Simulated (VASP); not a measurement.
# Ag in VASP: a series of runs

The runs below take Ag through single point, with LDA.

Program: VASP 6.6.1. These are calculated values, not measurements. Logs are shortened: lines on timing, memory, paths and dates and some standing lists are left out, and cuts for length are marked.

**1. The cell of the first run**

The cell holds a slab with vacuum, 2 atoms: a = 2.829 Å, b = 4.001 Å, c = 17.415 Å, α = 90.00°, β = 90.00°, γ = 90.00°.

**2. Single point, LDA**

INCAR

```
ALGO = Normal
DIPOL = 0.5 0.5 0.500
EDIFF = 1E-6
ENCUT = 520
GGA = CA
IDIPOL = 3
ISIF = 2
ISMEAR = -1
LASPH = True
LCHARG = False
LDIPOL = True
LREAL = False
LWAVE = False
NBANDS = 18
NELM = 100
PREC = Accurate
SIGMA = 0.1
```

KPOINTS

```
k-points
0
Gamma
  12 8 1
```

POSCAR

```
Ag
1.0
    2.8289222033      0.0000000000      0.0000000000
    0.0000000000      4.0007001469      0.0000000000
    0.0000000000      0.0000000000     17.4145000000
Ag
2
Direct
    0.2500000000      0.2500000000      0.4593884090
    0.7500000000      0.7500000000      0.5406115910
```

Potentials or basis: VASP PAW LDA potentials, release 64 (Ag).

On the command line:

```sh
$ cat potpaw_LDA.64/Ag/POTCAR > POTCAR
$ mpirun -np 1 vasp_std > vasp.out
```

OUTCAR:

```text
EDIFF = 1E-6
   ENCUT = 520
   GGA = CA
   ISIF = 2
   ISMEAR = -1
   LASPH = True
   LREAL = False
   NELM = 100
   PREC = Accurate

 ion  position               nearest neighbor table
   1  0.250  0.250  0.459-   2 2.83   2 2.83   2 2.83   2 2.83
   2  0.750  0.750  0.541-   1 2.83   1 2.83   1 2.83   1 2.83

  LATTYP: Found a simple orthorhombic cell.
 ALAT       =     2.8289222033
 B/A-ratio  =     1.4142135624
 C/A-ratio  =     6.1558780159

  Lattice vectors:

 A1 = (   2.8289222033,   0.0000000000,   0.0000000000)
 A2 = (   0.0000000000,   4.0007001469,   0.0000000000)
 A3 = (   0.0000000000,   0.0000000000,  17.4145000000)

Analysis of symmetry for initial positions (statically):
=====================================================================
 Subroutine PRICEL returns:
 Original cell was already a primitive cell.

 Routine SETGRP: Setting up the symmetry group for a
 simple orthorhombic supercell.

 Subroutine GETGRP returns: Found  8 space group operations
 (whereof  2 operations were pure point group operations)
 out of a pool of  8 trial point group operations.

The static configuration has the point symmetry S_2 .
 The point group associated with its full space group is D_2h.

Analysis of symmetry for dynamics (positions and initial velocities):
=====================================================================
 Subroutine PRICEL returns:
 Original cell was already a primitive cell.

 Routine SETGRP: Setting up the symmetry group for a
 simple orthorhombic supercell.

 Subroutine GETGRP returns: Found  8 space group operations
 (whereof  2 operations were pure point group operations)
 out of a pool of  8 trial point group operations.

The dynamic configuration has the point symmetry S_2 .
 The point group associated with its full space group is D_2h.

 Subroutine INISYM returns: Found  8 space group operations
 (whereof  2 operations are pure point group operations),
 and found     1 'primitive' translations

----------------------------------------------------------------------------------------

                                     Primitive cell

  volume of cell :     197.0916

  direct lattice vectors                    reciprocal lattice vectors
     2.828922203  0.000000000  0.000000000     0.353491517  0.000000000  0.000000000
     0.000000000  4.000700147  0.000000000     0.000000000  0.249956248  0.000000000
     0.000000000  0.000000000 17.414500000     0.000000000  0.000000000  0.057423412

  length of vectors
     2.828922203  4.000700147 17.414500000     0.353491517  0.249956248  0.057423412
[... 87 lines left out ...]
   ISIF   =      2    stress and relaxation
   ISYM   =      2    0-nonsym 1-usesym 2-fastsym
   POTIM  = 0.5000    time-step for ionic-motion
   TEBEG  =    0.0;   TEEND  =   0.0 temperature during run
   PSTRESS=    0.0 pullay stress
   NELECT =      22.0000    total number of electrons
   NUPDOWN=      -1.0000    fix difference up-down
   EMIN   =  10.00;   EMAX   =-10.00  energy-range for DOS
   EFERMI =   0.00;   METHOD = LEGACY
   ISMEAR =    -1;   SIGMA  =   0.10  broadening in eV -4-tet -1-fermi 0-gaus
   EFERMI_NEDOS =   21; number of points for ismear=-14 and -15
   IALGO  =     38    algorithm
   IMIX   =      4    mixing-type and parameters
     AMIX     =   0.40;   BMIX     =  1.00
     AMIX_MAG =   1.60;   BMIX_MAG =  1.00
  volume/ion in A,a.u.               =      98.55       665.02
  Fermi-wavevector in a.u.,A,eV,Ry     =   0.788242  1.489562  8.453652  0.621326
  Thomas-Fermi vector in A             =   1.893144
   LORBIT       =      0    0 simple, 1 ext, 2 COOP (PROOUT), +10 PAW based schemes
   GGA     = CA    functional components
   LHFCALC =     F    Hartree Fock is set to
   AEXX    =    0.0000 exact exchange contribution
   IVDW    =     0    specifies the selected vdW correction
   LEPSILON=     F    determine dielectric tensor
   LRPA    =     F    only Hartree local field effects (RPA)
 non-spin polarized calculation
  energy-cutoff  :      520.00
  volume of cell :      197.09
 maximum number of plane-waves:      5342
 NGX is ok and might be reduce to    24
   NGX = 11   NGY = 15   NGZ = 65

 dipolmoment           0.000000      0.000000      0.000000 electrons x Angstroem

 number of electron      21.9999995 magnetization

 dipolmoment           0.000000      0.000000     -0.000000 electrons x Angstroem

 Free energy of the ion-electron system (eV)
  ---------------------------------------------------
  ext. energy  EPLUGINS =         0.00000000
  ---------------------------------------------------
  free energy    TOTEN  =        -5.60465588 eV

  energy without entropy =       -5.57535953  energy(sigma->0) =       -5.59000771

 E-fermi :  -2.3426     XC(G=0):  -3.2650

 val. band max:       -2.3830997353   @ k =   0.0833   0.1250   0.0000
 cond. band min:      -2.3188620175   @ k =   0.0833   0.3750   0.0000
 fundamental gap:      0.0642377177
 Fermi energy:        -2.3426401943

 k-point     1 :       0.0000    0.0000    0.0000
  band No.  band energies     occupation
      1      -7.8838      2.00000
      2      -7.8753      2.00000
      3      -6.9654      2.00000
      4      -6.7580      2.00000
      5      -6.4380      2.00000
      6      -6.0902      2.00000
[... 481 lines left out ...]
      5      -6.3263      2.00000
      6      -6.2834      2.00000
[... 10 lines left out ...]
     17       4.3350      0.00000
     18       5.3081      0.00000

 [... further k-points ...]

------------------------ aborting loop because EDIFF is reached ----------------------------------------

 vacuum level on the upper side and lower side of the slab       (xc-potential included)        -0.095        -0.095

  FORCE on cell =-STRESS in cart. coord.  units (eV):
  Direction    XX          YY          ZZ          XY          YZ          ZX
  --------------------------------------------------------------------------------------
  -------------------------------------------------------------------------------------
  Total       -2.6823045     -2.4410314     -1.2450487     -0.0000000      0.0000000      0.0000000
  in kB      -21.8047262    -19.8433927    -10.1211281     -0.0000000      0.0000000      0.0000000
  external PRESSURE =     -17.2564157 kB  Pullay stress =       0.0000000 kB

 VOLUME and BASIS-vectors are now :
 -----------------------------------------------------------------------------
  energy-cutoff  :      520.00
  volume of cell :      197.09
      direct lattice vectors                 reciprocal lattice vectors
     2.828922203  0.000000000  0.000000000     0.353491517  0.000000000  0.000000000
     0.000000000  4.000700147  0.000000000     0.000000000  0.249956248  0.000000000
     0.000000000  0.000000000 17.414500000     0.000000000  0.000000000  0.057423412

 POSITION                                       TOTAL-FORCE (eV/Angst)
 -----------------------------------------------------------------------------------
      0.70723      1.00018      8.00002         0.000000      0.000000      0.868708
      2.12169      3.00053      9.41448         0.000000     -0.000000     -0.868708
 -----------------------------------------------------------------------------------
    total drift:                                0.000000      0.000000     -0.000000

  FREE ENERGIE OF THE ION-ELECTRON SYSTEM (eV)
  ---------------------------------------------------
  free  energy   TOTEN  =        -5.6046558824 eV

  energy  without entropy=       -5.5753595300  energy(sigma->0) =       -5.59000771

 vacuum level on the upper side and lower side of the slab         2.124         2.124
```

It took 46 s on 1 thread of Intel Xeon 6975P-C (Granite Rapids), shared host; peak memory 0.29 GiB.

What came out:

| Quantity | Value |
| --- | --- |
| Free energy | -5.6047 eV |
| Largest force | 0.869 eV/Å |
| Band gap on the k mesh | zero (bands 11 and 12 overlap by 4.04 eV) |

Forces in eV/Å, atoms in the order of the input:
```
Ag   0.000  0.000  0.869
Ag   0.000  0.000 -0.869
```

Levels at points of the mesh, in eV from the Fermi level:
```csv
k point,band 8,band 9,band 10,band 11,band 12,band 13,band 14,band 15
"(0.00, 0.00, 0.00)",-3.31,-3.12,-2.97,-2.60,-0.37,2.99,4.67,4.68
"(0.50, 0.00, 0.00)",-3.00,-2.87,-2.87,1.12,1.12,4.76,4.76,8.15
"(0.00, 0.50, 0.00)",-3.54,-2.67,-2.67,-1.58,-1.58,2.09,2.09,5.87
"(0.50, 0.50, 0.00)",-3.52,-2.59,-2.59,2.45,2.45,5.01,5.01,7.53
```

**3. Single point, LDA**

INCAR

```
SYSTEM = Ag
PREC = Accurate
ENCUT = 520
EDIFF = 1E-6
ISMEAR = -1
SIGMA = 0.1
LREAL = .FALSE.
LASPH = .TRUE.
NELM = 80
ALGO = Normal
ISIF = 2
LWAVE = .FALSE.
LCHARG = .FALSE.
LDIPOL = .TRUE.
IDIPOL = 3
DIPOL = 0.5 0.5 0.500
GGA = CA
NBANDS = 18
```

KPOINTS

```
Automatic mesh
0
G
  12 8 1
  0 0 0
```

POSCAR

```
Ag
1.0
    2.8289222033      0.0000000000      0.0000000000
    0.0000000000      4.0007001469      0.0000000000
    0.0000000000      0.0000000000     17.4145000000
Ag
2
Direct
    0.2500000000      0.2500000000      0.4725355525
    0.7500000000      0.7500000000      0.5274644475
```

Potentials or basis: VASP PAW LDA potentials, release 64 (Ag).

On the command line:

```sh
$ cat potpaw_LDA.64/Ag/POTCAR > POTCAR
$ mpirun -np 1 vasp_std > vasp.out
```

Wall time 47 s (1 thread of Intel Xeon 6975P-C (Granite Rapids), shared host); peak memory 0.29 GiB.

Results (log left out):

```yaml
Free_energy: -5.8111 eV
Largest_force: 0.010 eV/Å
Band_gap_on_the_k_mesh: zero (bands 11 and 12 overlap by 4.08 eV)
```

Forces on the atoms (eV/Å):
```
Ag   0.000  0.000 -0.010
Ag   0.000  0.000  0.010
```

Levels at points of the mesh, in eV from the Fermi level:
```csv
k point,band 9,band 10,band 11,band 12,band 13,band 14
"(0.00, 0.00, 0.00)",-3.50,-3.41,-2.30,-0.16,3.56,4.30
"(0.50, 0.00, 0.00)",-2.87,-2.87,0.91,0.91,5.14,5.14
"(0.00, 0.50, 0.00)",-2.79,-2.79,-2.08,-2.08,2.51,2.51
"(0.50, 0.50, 0.00)",-2.69,-2.69,2.00,2.00,5.15,5.15
```

**4. Single point, LDA**

INCAR

```
ALGO = Normal
DIPOL = 0.5 0.5 0.500
EDIFF = 1E-6
ENCUT = 520
IDIPOL = 3
ISIF = 2
ISMEAR = -1
LASPH = T
LCHARG = F
LDIPOL = T
LREAL = F
LWAVE = F
NBANDS = 18
NELM = 60
PREC = Accurate
SIGMA = 0.1
```

KPOINTS

```
k-points
0
Gamma
  12 8 1
```

POSCAR is that of step 3.

Potentials or basis: VASP PAW LDA potentials, release 64 (Ag).

On the command line:

```sh
$ cat potpaw_LDA.64/Ag/POTCAR > POTCAR
$ mpirun -np 1 vasp_std > vasp.out
```

OUTCAR:

```text
EDIFF = 1E-6
   ENCUT = 520
   ISIF = 2
   ISMEAR = -1
   LASPH = T
   LREAL = F
   NELM = 60
   PREC = Accurate

 ion  position               nearest neighbor table
   1  0.250  0.250  0.473-   2 2.63   2 2.63   2 2.63   2 2.63
   2  0.750  0.750  0.527-   1 2.63   1 2.63   1 2.63   1 2.63

  LATTYP: Found a simple orthorhombic cell.
 ALAT       =     2.8289222033
 B/A-ratio  =     1.4142135624
 C/A-ratio  =     6.1558780159

  Lattice vectors:

 A1 = (   2.8289222033,   0.0000000000,   0.0000000000)
 A2 = (   0.0000000000,   4.0007001469,   0.0000000000)
[... 699 lines left out ...]
  FORCE on cell =-STRESS in cart. coord.  units (eV):
  Direction    XX          YY          ZZ          XY          YZ          ZX
  --------------------------------------------------------------------------------------
  -------------------------------------------------------------------------------------
  Total       -0.4763669      1.3212290     -0.0078063      0.0000000      0.0000000      0.0000000
  in kB       -3.8724353     10.7404053     -0.0634581      0.0000000      0.0000000      0.0000000
  external PRESSURE =       2.2681706 kB  Pullay stress =       0.0000000 kB

 VOLUME and BASIS-vectors are now :
 -----------------------------------------------------------------------------
  energy-cutoff  :      520.00
  volume of cell :      197.09
      direct lattice vectors                 reciprocal lattice vectors
     2.828922203  0.000000000  0.000000000     0.353491517  0.000000000  0.000000000
     0.000000000  4.000700147  0.000000000     0.000000000  0.249956248  0.000000000
     0.000000000  0.000000000 17.414500000     0.000000000  0.000000000  0.057423412

 POSITION                                       TOTAL-FORCE (eV/Angst)
 -----------------------------------------------------------------------------------
      0.70723      1.00018      8.22897        -0.000000     -0.000000     -0.009769
      2.12169      3.00053      9.18553         0.000000      0.000000      0.009769
 -----------------------------------------------------------------------------------
    total drift:                                0.000000     -0.000000     -0.000000

  FREE ENERGIE OF THE ION-ELECTRON SYSTEM (eV)
  ---------------------------------------------------
  free  energy   TOTEN  =        -5.8111037112 eV

  energy  without entropy=       -5.7944147739  energy(sigma->0) =       -5.80275924

 vacuum level on the upper side and lower side of the slab         2.114         2.114
```

stdout:

```text
POSCAR found type information on POSCAR Ag
 POSCAR found :  1 types and       2 ions
 scaLAPACK will be used
 LDA part: xc-table for (Slater(with rela. corr.)+CA(PZ))
 , standard interpolation
 POSCAR, INCAR and KPOINTS ok, starting setup
 FFT: planning ... GRIDC
 FFT: planning ... GRID_SOFT
 FFT: planning ... GRID
 WAVECAR not read
 entering main loop
```

Run time: 45 s. Hardware: 1 thread of Intel Xeon 6975P-C (Granite Rapids), shared host; peak memory 0.29 GiB.

Results:

```
Free energy            : -5.8111 eV
Largest force          : 0.010 eV/Å
Band gap on the k mesh : zero (bands 11 and 12 overlap by 4.08 eV)
```

Forces on the atoms (eV/Å):
```
Ag   0.000  0.000 -0.010
Ag   0.000  0.000  0.010
```

Levels at points of the mesh, in eV from the Fermi level:
```
           k point  band 8  band 9  band 10  band 11  band 12  band 13  band 14  band 15
(0.00, 0.00, 0.00)   -3.53   -3.50    -3.41    -2.30    -0.16     3.56     4.30     4.66
(0.50, 0.00, 0.00)   -3.22   -2.87    -2.87     0.91     0.91     5.14     5.14     8.30
(0.00, 0.50, 0.00)   -3.27   -2.79    -2.79    -2.08    -2.08     2.51     2.51     6.03
(0.50, 0.50, 0.00)   -3.77   -2.69    -2.69     2.00     2.00     5.15     5.15     7.38
```

**5. Single point, LDA**

INCAR

```
SYSTEM = Ag
PREC = Accurate ; ENCUT = 520
EDIFF = 1E-6 ; ISMEAR = -1
SIGMA = 0.1 ; LREAL = .FALSE.
LASPH = .TRUE. ; NELM = 60
ALGO = Normal ; ISIF = 2
LWAVE = .FALSE. ; LCHARG = .FALSE.
LDIPOL = .TRUE. ; IDIPOL = 3
DIPOL = 0.5 0.5 0.500 ; NBANDS = 18
```

KPOINTS

```
regular mesh
0
G
  12 8 1
  0 0 0
```

POSCAR is that of step 4.

On the command line:

```sh
$ cat potpaw_LDA.64/Ag/POTCAR > POTCAR
$ mpirun -np 1 vasp_std > vasp.out
```

Run time: 46 s. Hardware: 1 thread of Intel Xeon 6975P-C (Granite Rapids), shared host; peak memory 0.29 GiB.

Results (log left out):

```
Free energy            : -5.8111 eV
Largest force          : 0.010 eV/Å
Band gap on the k mesh : zero (bands 11 and 12 overlap by 4.08 eV)
```

Forces on the atoms (eV/Å):
```
Ag   0.000  0.000 -0.010
Ag   0.000  0.000  0.010
```

Levels at points of the mesh, in eV from the Fermi level:
| k point | band 8 | band 9 | band 10 | band 11 | band 12 | band 13 | band 14 | band 15 |
| --- | --- | --- | --- | --- | --- | --- | --- | --- |
| (0.00, 0.00, 0.00) | -3.53 | -3.50 | -3.41 | -2.30 | -0.16 | 3.56 | 4.30 | 4.66 |
| (0.50, 0.00, 0.00) | -3.22 | -2.87 | -2.87 | 0.91 | 0.91 | 5.14 | 5.14 | 8.30 |
| (0.00, 0.50, 0.00) | -3.27 | -2.79 | -2.79 | -2.08 | -2.08 | 2.51 | 2.51 | 6.03 |
| (0.50, 0.50, 0.00) | -3.77 | -2.69 | -2.69 | 2.00 | 2.00 | 5.15 | 5.15 | 7.38 |
